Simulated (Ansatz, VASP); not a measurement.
## Bi2Te3: VASP beside Ansatz

```xyz
10
Lattice="4.3800 0.0000 0.0000 0.0000 7.5864 0.0000 0.0000 -2.5288 10.1118" Properties=species:S:1:pos:R:3 pbc="T T T"
Bi    0.0000    2.5288    8.0953
Bi    2.1900   -1.2644    8.0953
Bi    0.0000    2.5288    2.0165
Bi    2.1900    6.3220    2.0165
Te    0.0000    5.0576    3.7400
Te    2.1900    1.2644    3.7400
Te    0.0000    0.0000    0.0000
Te    2.1900    3.7932    0.0000
Te    0.0000    0.0000    6.3718
Te    2.1900    3.7932    6.3718
```

Alike in both runs: functional PBEsol; k mesh 10 × 6 × 4; occupations gaussian, width 0.01 eV; no spin polarisation.

Ansatz relaxed the structure, and its values are those at the end. VASP's run is a single point on that final structure, the one shown.

|  | VASP | Ansatz |
| --- | --- | --- |
| version | VASP 6.6.1 | Ansatz 0.2.0 |
| potentials or method | VASP PAW PBE potentials, release 64 (Bi_d, Te), cutoff 500 eV | scalar-relativistic, plane waves, PAW |
| valence electrons in the cell | 96 | 156 |

```csv
,VASP,Ansatz,Ansatz less VASP
gap on the k mesh at the Fermi level (eV),0.21,0.22,+0.011
least direct gap on the mesh (eV),0.21,0.22,+0.011
pressure (GPa),0.0,0.0,-0.03
rms of the force components (eV/Å),0.007,0.001,-0.0059
```

VASP's potentials were made for PBE, not for PBEsol. VASP's potentials hold 96 valence electrons a cell and Ansatz's 156, so a difference there can come from the potentials and not from the codes.

Neither program's run includes spin-orbit coupling.
